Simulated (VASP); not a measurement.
Crystal: SiNi.

```xyz
8
Lattice="4.5037 0.0000 0.0000 0.0000 4.5037 0.0000 0.0000 0.0000 4.5037" Properties=species:S:1:pos:R:3 pbc="T T T"
Ni    0.6733    0.6733    0.6733
Ni    2.9252    1.5785    3.8304
Ni    3.8304    2.9252    1.5785
Ni    1.5785    3.8304    2.9252
Si    3.8139    3.8139    3.8139
Si    1.5620    2.9417    0.6898
Si    0.6898    1.5620    2.9417
Si    2.9417    0.6898    1.5620
```

Base run:

```yaml
Program: VASP 6.6.1
Functional: PBEsol
Potentials_or_basis: VASP PAW PBE potentials, release 64 (Ni_sv_GW, Si)
Cutoff: 590 eV
k_mesh: 6 × 6 × 6
Occupations: fermi-dirac, width 0.05 eV
Spin: collinear spin, ferromagnetic start
Starting_moments: "[1.0, 1.0, 1.0, 1.0, 0.0, 0.0, 0.0, 0.0] μB"
Hubbard_terms: Ni d U = 2.0 eV
```

Its results: band gap on the k mesh zero (filled and empty bands overlap); pressure -7.4 GPa; net moment 0.00 μB per cell; largest force 0.066 eV/Å.

The run is repeated on the same cell with these changes: hubbard terms from Ni d U = 2.0 eV to Ni d U = 3.0 eV. What comes out?

Band gap on the k mesh zero (filled and empty bands overlap); pressure -8.2 GPa; net moment 0.00 μB per cell; largest force 0.084 eV/Å.

Caveats: the cell stands under tension; the PAW data sets were made with another functional, which shifts forces and pressure a little; the U is typed as a test and isn't derived for this compound.
